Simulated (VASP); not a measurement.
A run of VASP 6.6.1 is set up as follows.

File INCAR:

```
ALGO = Normal
EDIFF = 1E-6
ENCUT = 500
GGA = PS
GGA_COMPAT = F
ISIF = 2
ISMEAR = 0
LASPH = T
LCHARG = F
LREAL = F
LWAVE = F
NBANDS = 16
NELM = 120
PREC = Accurate
SIGMA = 0.02
```

File KPOINTS:

```
k-points
0
Gamma
  10 10 10
```

File POSCAR:

```
CdSe
1.0
    0.0000000000      3.0409626443      3.0409626443
    3.0409626443      0.0000000000      3.0409626443
    3.0409626443      3.0409626443      0.0000000000
Cd Se
1 1
Direct
    0.0000000000      0.0000000000      0.0000000000
    0.2500000000      0.2500000000      0.2500000000
```

Potentials or basis: VASP PAW PBE potentials, release 64 (Cd, Se).

Launch:

```sh
$ cat potpaw_PBE.64/Cd/POTCAR potpaw_PBE.64/Se/POTCAR > POTCAR
$ mpirun -np 1 vasp_std > vasp.out
```

**Question.** What does it give for the band gap on the k mesh?

**Answer.** 0.48 eV, direct.

**Question.** What does it give for the pressure?

**Answer.** 0.3 GPa.

Caveat: the PAW data sets were made with another functional, which shifts forces and pressure a little. Expect the measured gap to be larger: semilocal functionals such as PBEsol lack the derivative discontinuity.
